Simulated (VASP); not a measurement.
# Mg (P-6m2) in VASP: single point with LDA

Aim: the single point of Mg with LDA.

Everything below comes from runs of VASP 6.6.1. Logs are shortened: lines on timing, memory, paths and dates and some standing lists are left out, and cuts for length are marked.

### Step 1. The cell of the first run

It takes space group P-6m2 (No. 187, hexagonal). Conventional cell: a = 3.522 Å, b = 3.522 Å, c = 15.377 Å, α = 90.00°, β = 90.00°, γ = 120.00°. Mg (site symmetry 3m) has 9 Mg at 3.11 to 3.52 Å within 4.1 Å. Mg (site symmetry 3m) has 12 Mg at 3.11 to 3.52 Å within 4.1 Å. Within 4.1 Å of Mg (site symmetry -6m2) lie 12 Mg at 3.12 to 3.52 Å.

### Step 2. Single point, LDA

File INCAR:

```
SYSTEM = Mg
ALGO = Normal ; EDIFF = 1E-7
ENCUT = 520 ; ISIF = 2
ISMEAR = 0 ; LASPH = .True.
LCHARG = .True. ; LELF = .True.
LREAL = .False. ; LVHAR = .True.
LWAVE = .False. ; NBANDS = 13
NELM = 60 ; PREC = Accurate
SIGMA = 0.1
```

File KPOINTS:

```
k-points
0
Gamma
  8 8 2
  0 0 0
```

File POSCAR:

```
Mg
1.0
    3.5219821000      0.0000000000      0.0000000000
   -1.7609910500      3.0501259700      0.0000000000
    0.0000000000      0.0000000000     15.3771860000
Mg
5
Direct
    0.0000000000      0.0000000000      0.8071880000
    0.6666666667      0.3333333333      0.6541100000
    0.0000000000      0.0000000000      0.5000000000
    0.6666666667      0.3333333333      0.3458900000
    0.0000000000      0.0000000000      0.1928120000
```

Potentials or basis: VASP PAW LDA potentials, release 64 (Mg).

On the command line:

```bash
> cat potpaw_LDA.64/Mg/POTCAR > POTCAR
> mpirun -np 1 vasp_std > vasp.out
```

OUTCAR:

```text
SYSTEM = Mg
   EDIFF = 1E-7
   ENCUT = 520
   ISIF = 2
   ISMEAR = 0
   LASPH = .True.
   LREAL = .False.
   NELM = 60
   PREC = Accurate

 ion  position               nearest neighbor table
   1  0.000  0.000  0.807-   2 3.11   2 3.11   2 3.11
   2  0.667  0.333  0.654-   1 3.11   1 3.11   1 3.11   3 3.12   3 3.12   3 3.12
   3  0.000  0.000  0.500-   2 3.12   4 3.12   2 3.12   4 3.12   2 3.12   4 3.12
   4  0.667  0.333  0.346-   5 3.11   5 3.11   5 3.11   3 3.12   3 3.12   3 3.12
   5  0.000  0.000  0.193-   4 3.11   4 3.11   4 3.11

  LATTYP: Found a hexagonal cell.
 ALAT       =     3.5219821000
 C/A-ratio  =     4.3660602364

  Lattice vectors:

 A1 = (   3.5219821000,   0.0000000000,   0.0000000000)
 A2 = (  -1.7609910500,   3.0501259700,   0.0000000000)
 A3 = (   0.0000000000,   0.0000000000,  15.3771860000)

Analysis of symmetry for initial positions (statically):
=====================================================================
 Subroutine PRICEL returns:
 Original cell was already a primitive cell.

 Routine SETGRP: Setting up the symmetry group for a
 hexagonal supercell.

 Subroutine GETGRP returns: Found 12 space group operations
 (whereof 12 operations were pure point group operations)
 out of a pool of 24 trial point group operations.

The static configuration has the point symmetry D_3h.

Analysis of symmetry for dynamics (positions and initial velocities):
=====================================================================
 Subroutine PRICEL returns:
 Original cell was already a primitive cell.

 Routine SETGRP: Setting up the symmetry group for a
 hexagonal supercell.

 Subroutine GETGRP returns: Found 12 space group operations
 (whereof 12 operations were pure point group operations)
 out of a pool of 24 trial point group operations.

The dynamic configuration has the point symmetry D_3h.

 Subroutine INISYM returns: Found 12 space group operations
 (whereof 12 operations are pure point group operations),
 and found     1 'primitive' translations

----------------------------------------------------------------------------------------

                                     Primitive cell

  volume of cell :     165.1893

  direct lattice vectors                    reciprocal lattice vectors
     3.521982100  0.000000000  0.000000000     0.283931028  0.163927656  0.000000000
    -1.760991050  3.050125970  0.000000000     0.000000000  0.327855311  0.000000000
     0.000000000  0.000000000 15.377186000     0.000000000  0.000000000  0.065031404

  length of vectors
     3.521982100  3.521982100 15.377186000     0.327855311  0.327855311  0.065031404

  position of ions in fractional coordinates (direct lattice)
     0.000000000  0.000000000  0.807188000
     0.666666667  0.333333333  0.654110000
     0.000000000  0.000000000  0.500000000
     0.666666667  0.333333333  0.345890000
     0.000000000  0.000000000  0.192812000

  ion indices of the primitive-cell ions
   primitive index   ion index
                 1           1
                 2           2
                 3           3
                 4           4
                 5           5

----------------------------------------------------------------------------------------

 KPOINTS: k-points

Automatic generation of k-mesh.
 Grid dimensions read from file:
 generate k-points for:    8    8    2

 Generating k-lattice:

  Cartesian coordinates                     Fractional coordinates (reciprocal lattice)
     0.035491379  0.020490957  0.000000000     0.125000000 -0.000000000  0.000000000
     0.000000000  0.040981914  0.000000000     0.000000000  0.125000000  0.000000000
     0.000000000  0.000000000  0.032515702     0.000000000  0.000000000  0.500000000

  Length of vectors
     0.040981914  0.040981914  0.032515702

  Shift w.r.t. Gamma in fractional coordinates (k-lattice)
     0.000000000  0.000000000  0.000000000

 Subroutine IBZKPT returns following result:
 ===========================================

 Found     20 irreducible k-points:

 Following reciprocal coordinates:
            Coordinates               Weight
  0.000000  0.000000  0.000000      1.000000
  0.125000 -0.000000  0.000000      6.000000
  0.250000 -0.000000  0.000000      6.000000
  0.375000 -0.000000  0.000000      6.000000
  0.500000 -0.000000  0.000000      3.000000
  0.125000  0.125000  0.000000      6.000000
[... 12 lines left out ...]
  0.250000  0.250000  0.500000      6.000000
  0.375000  0.250000  0.500000      6.000000
   k-points           NKPTS =     20   k-points in BZ     NKDIM =     20   number of bands    NBANDS=     13
   number of dos      NEDOS =    301   number of ions     NIONS =      5
   total plane-waves  NPLWV =  94080
   dimension x,y,z NGX =    28 NGY =   28 NGZ =  120
   dimension x,y,z NGXF=    56 NGYF=   56 NGZF=  240
   ions per type =               5
   NGX,Y,Z   is equivalent  to a cutoff of  13.22, 13.22, 12.97 a.u.
   NGXF,Y,Z  is equivalent  to a cutoff of  26.43, 26.43, 25.95 a.u.
 SYSTEM =  Mg
   PREC   = accura    normal or accurate (medium, high low for compatibility)
   ISTART =      0    job   : 0-new  1-cont  2-samecut
   ICHARG =      2    charge: 1-file 2-atom 10-const
   ISPIN  =      1    spin polarized calculation?
   LNONCOLLINEAR =      F non collinear calculations
   LSORBIT =      F    spin-orbit coupling
   LASPH  =      T    aspherical Exc in radial PAW
   ENCUT  =  520.0 eV  38.22 Ry    6.18 a.u.   6.55  6.55 28.59*2*pi/ulx,y,z
   NELM   =     60;   NELMIN=  2; NELMDL= -5     # of ELM steps
   EDIFF  = 0.1E-06   stopping-criterion for ELM
   LREAL  =      F    real-space projection
   EDIFFG = 0.1E-05   stopping-criterion for IOM
   NSW    =      0    number of steps for IOM
   IBRION =     -1    ionic relax: 0-MD 1-quasi-New 2-CG
   NFREE  =      0    steps in history (QN), initial steepest desc. (CG)
   ISIF   =      2    stress and relaxation
   ISYM   =      2    0-nonsym 1-usesym 2-fastsym
   POTIM  = 0.5000    time-step for ionic-motion
   TEBEG  =    0.0;   TEEND  =   0.0 temperature during run
   PSTRESS=    0.0 pullay stress
   NELECT =      10.0000    total number of electrons
   NUPDOWN=      -1.0000    fix difference up-down
   EMIN   =  10.00;   EMAX   =-10.00  energy-range for DOS
   EFERMI =   0.00;   METHOD = LEGACY
   ISMEAR =     0;   SIGMA  =   0.10  broadening in eV -4-tet -1-fermi 0-gaus
   EFERMI_NEDOS =   21; number of points for ismear=-14 and -15
   IALGO  =     38    algorithm
   IMIX   =      4    mixing-type and parameters
     AMIX     =   0.40;   BMIX     =  1.00
     AMIX_MAG =   1.60;   BMIX_MAG =  1.00
  volume/ion in A,a.u.               =      33.04       222.95
  Fermi-wavevector in a.u.,A,eV,Ry     =   0.642807  1.214730  5.621947  0.413201
  Thomas-Fermi vector in A             =   1.709599
   LORBIT       =      0    0 simple, 1 ext, 2 COOP (PROOUT), +10 PAW based schemes
   GGA     = CA    functional components
   LHFCALC =     F    Hartree Fock is set to
   AEXX    =    0.0000 exact exchange contribution
   IVDW    =     0    specifies the selected vdW correction
   LEPSILON=     F    determine dielectric tensor
   LRPA    =     F    only Hartree local field effects (RPA)
 non-spin polarized calculation
 Gauss-broadening in eV      SIGMA  =   0.10
  energy-cutoff  :      520.00
  volume of cell :      165.19
 maximum number of plane-waves:      4533
 NGX is ok and might be reduce to    28
   NGX = 13   NGY = 13   NGZ = 57

 number of electron      10.0000000 magnetization

 Free energy of the ion-electron system (eV)
  ---------------------------------------------------
  ext. energy  EPLUGINS =         0.00000000
  ---------------------------------------------------
  free energy    TOTEN  =        -7.52586196 eV

  energy without entropy =       -7.51198323  energy(sigma->0) =       -7.51892260

 E-fermi :   0.7851     XC(G=0):  -7.2515

 val. band max:        0.7514146261   @ k =   0.2500   0.1250   0.0000
 cond. band min:       0.8038808453   @ k =   0.3750   0.1250   0.0000
 fundamental gap:      0.0524662192
 Fermi energy:         0.7850553014

 k-point     1 :       0.0000    0.0000    0.0000
  band No.  band energies     occupation
      1      -5.5634      2.00000
      2      -4.9191      2.00000
      3      -3.9021      2.00000
      4      -2.4202      2.00000
      5      -0.9267      2.00000
      6       0.8564      0.31275
      7       2.3243      0.00000
      8       5.6573      0.00000
      9       5.7029      0.00000
     10       8.8364      0.00000
     11       8.8364      0.00000
     12       9.3751      0.00000
     13       9.3981      0.00000

 k-point     2 :       0.1250   -0.0000    0.0000
  band No.  band energies     occupation
      1      -5.3117      2.00000
      2      -4.6686      2.00000
      3      -3.6532      2.00000
      4      -2.1737      2.00000
      5      -0.6819      2.00000
      6       1.0881      0.00002
      7       2.5606      0.00000
      8       5.7997      0.00000
      9       5.8683      0.00000
     10       6.3036      0.00000
     11       6.8967      0.00000
     12       7.5621      0.00000
     13       7.7293      0.00000

 k-point     3 :       0.2500   -0.0000    0.0000
  band No.  band energies     occupation
      1      -4.5605      2.00000
      2      -3.9208      2.00000
      3      -2.9101      2.00000
      4      -1.4384      2.00000
      5       0.0460      2.00000
      6       1.7814      0.00000
      7       2.9495      0.00000
      8       3.5967      0.00000
      9       3.7876      0.00000
     10       4.7627      0.00000
     11       6.0921      0.00000
     12       6.4714      0.00000
     13       6.6518      0.00000
[... 241 lines left out ...]
 k-point    19 :       0.2500    0.2500    0.5000
  band No.  band energies     occupation
      1      -2.5833      2.00000
      2      -1.9639      2.00000
      3      -0.9301      2.00000
      4       0.3859      2.00000
      5       1.0815      0.00003
      6       1.4465      0.00000
      7       1.8144      0.00000
      8       2.0397      0.00000
      9       2.3763      0.00000
     10       2.7482      0.00000
     11       3.1292      0.00000
     12       3.1565      0.00000
     13       4.1938      0.00000

 k-point    20 :       0.3750    0.2500    0.5000
  band No.  band energies     occupation
      1      -1.0298      2.00000
      2      -0.7338      2.00000
      3      -0.4235      2.00000
      4      -0.1206      2.00000
      5       0.5422      1.99940
      6       0.9830      0.00513
      7       1.0796      0.00003
      8       1.5671      0.00000
      9       2.1453      0.00000
     10       2.2490      0.00000
     11       2.7344      0.00000
     12       3.8519      0.00000
     13       4.0019      0.00000

------------------------ aborting loop because EDIFF is reached ----------------------------------------

  FORCE on cell =-STRESS in cart. coord.  units (eV):
  Direction    XX          YY          ZZ          XY          YZ          ZX
  --------------------------------------------------------------------------------------
  -------------------------------------------------------------------------------------
  Total       -5.3643453     -5.3643453     -0.3747006      0.0000000     -0.0000000      0.0000000
  in kB      -52.0290049    -52.0290049     -3.6342362      0.0000000     -0.0000000      0.0000000
  external PRESSURE =     -35.8974153 kB  Pullay stress =       0.0000000 kB

 VOLUME and BASIS-vectors are now :
 -----------------------------------------------------------------------------
  energy-cutoff  :      520.00
  volume of cell :      165.19
      direct lattice vectors                 reciprocal lattice vectors
     3.521982100  0.000000000  0.000000000     0.283931028  0.163927656  0.000000000
    -1.760991050  3.050125970  0.000000000     0.000000000  0.327855311  0.000000000
     0.000000000  0.000000000 15.377186000     0.000000000  0.000000000  0.065031404

 POSITION                                       TOTAL-FORCE (eV/Angst)
 -----------------------------------------------------------------------------------
      0.00000      0.00000     12.41228         0.000000      0.000000      0.052301
      1.76099      1.01671     10.05837        -0.000000     -0.000000      0.000190
      0.00000      0.00000      7.68859        -0.000000     -0.000000      0.000000
      1.76099      1.01671      5.31881         0.000000     -0.000000     -0.000190
      0.00000      0.00000      2.96491         0.000000      0.000000     -0.052301
 -----------------------------------------------------------------------------------
    total drift:                                0.000000     -0.000000      0.000000

  FREE ENERGIE OF THE ION-ELECTRON SYSTEM (eV)
  ---------------------------------------------------
  free  energy   TOTEN  =        -7.5258619637 eV

  energy  without entropy=       -7.5119832299  energy(sigma->0) =       -7.51892260
```

It took 40 s on 1 thread of Intel Xeon Platinum 8488C (Sapphire Rapids), shared host; peak memory 0.23 GiB.

What came out:

```
Free energy            : -7.5259 eV
Pressure               : -3.6 GPa
Largest force          : 0.052 eV/Å
Band gap on the k mesh : zero (band 5 reaches 1.08 eV, above the bottom of band 6 at 0.22 eV)
```

Forces in eV/Å, atoms in the order of the input:
```
Mg   0.000  0.000  0.052
Mg   0.000  0.000  0.000
Mg   0.000  0.000  0.000
Mg   0.000  0.000  0.000
Mg   0.000  0.000 -0.052
```

Stress tensor (GPa, compression positive):
```
-5.20  0.00  0.00
 0.00 -5.20  0.00
 0.00  0.00 -0.36
```

Levels at points of the mesh, in eV from the Fermi level:
```csv
k point,band 2,band 3,band 4,band 5,band 6,band 7,band 8,band 9
"(0.00, 0.00, 0.00)",-5.70,-4.69,-3.21,-1.71,0.07,1.54,4.87,4.92
"(0.50, 0.00, 0.00)",-2.22,-1.92,-1.60,-0.95,-0.57,0.59,0.81,1.99
"(0.00, 0.00, 0.50)",-5.71,-4.66,-3.30,-1.42,-0.45,2.58,3.03,7.23
"(0.50, 0.00, 0.50)",-2.22,-1.93,-1.61,-0.92,-0.53,0.49,0.74,2.30
```
